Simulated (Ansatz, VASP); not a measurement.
Two plane-wave programs on GePbSe2

Contents of INCAR:

```
SYSTEM = GePbSe2
PREC     = Accurate       ! precision mode
ENCUT    = 520            ! plane-wave cutoff, eV
EDIFF    = 1E-6           ! SCF threshold, eV
ISMEAR   = -1             ! smearing method
SIGMA    = 0.02           ! smearing width, eV
LREAL    = .FALSE.        ! projectors in reciprocal space
LASPH    = .TRUE.         ! aspherical terms in the spheres
NELM     = 80             ! most SCF steps
ALGO     = Normal         ! electronic algorithm
ISIF     = 2              ! what is computed and relaxed
LWAVE    = .FALSE.        ! write WAVECAR
LCHARG   = .TRUE.         ! write CHGCAR
GGA      = PE             ! functional
LELF     = .TRUE.         ! ELF
LVHAR    = .TRUE.       
NBANDS   = 28             ! bands
```

KPOINTS

```
regular mesh
0
G
  6 6 6
  0 0 0
```

File POSCAR:

```
GePbSe2
1.0
    2.0796469279      1.2006847137      6.8689716582
   -2.0796469279      1.2006847137      6.8689716582
    0.0000000000     -2.4013694273      6.8689716582
Ge Pb Se
1 1 2
Direct
    1.0000000000      0.0000000000      0.0000000000
    0.5000000000      0.5000000000      0.5000000000
    0.2586079005      0.2586079005      0.2586079005
    0.7413920995      0.7413920995      0.7413920995
```

Input for Ansatz:

```yaml
crystal:
  lattice:
    - [2.0796469279, 1.2006847137, 6.8689716582]
    - [-2.0796469279, 1.2006847137, 6.8689716582]
    - [0.0, -2.4013694273, 6.8689716582]
  atoms:
    - { symbol: Ge, position: [1.0, 0.0, 0.0] }
    - { symbol: Pb, position: [0.5, 0.5, 0.5] }
    - { symbol: Se, position: [0.2586079005, 0.2586079005, 0.2586079005] }
    - { symbol: Se, position: [0.7413920995, 0.7413920995, 0.7413920995] }
kpoints:
  mp_grid: { grid: [6, 6, 6] }
hamiltonian:
  xc: pbe
scf:
  occupations: { method: fermi_dirac, width: 0.02 }
  n_extra_bands: 5
output:
  forces: true
  stress: true
  eigenvalues: true
```

Alike in both runs: task single point; functional PBE; k mesh 6 × 6 × 6; occupations fermi-dirac, width 0.02 eV; no spin polarisation.

```csv
,VASP,Ansatz
version,VASP 6.6.1,Ansatz 0.2.0
potentials or method,"VASP PAW PBE potentials, release 64 (Ge_d, Pb_d, Se)","plane waves, PAW"
plane-wave cutoff (eV),520,420
valence electrons in the cell,40,60
```

Ansatz gave:

* pressure (GPa): 1.1
* rms of the force components (eV/Å): 0.014

Task: Estimate VASP's values.

Result: Pressure (GPa): 1.1; rms of the force components (eV/Å): 0.013.

Atom by atom the forces differ by 0.001 eV/Å (rms over components). VASP's potentials hold 40 valence electrons a cell and Ansatz's 60, so a difference there can come from the potentials and not from the codes.

Neither program's run includes spin-orbit coupling.
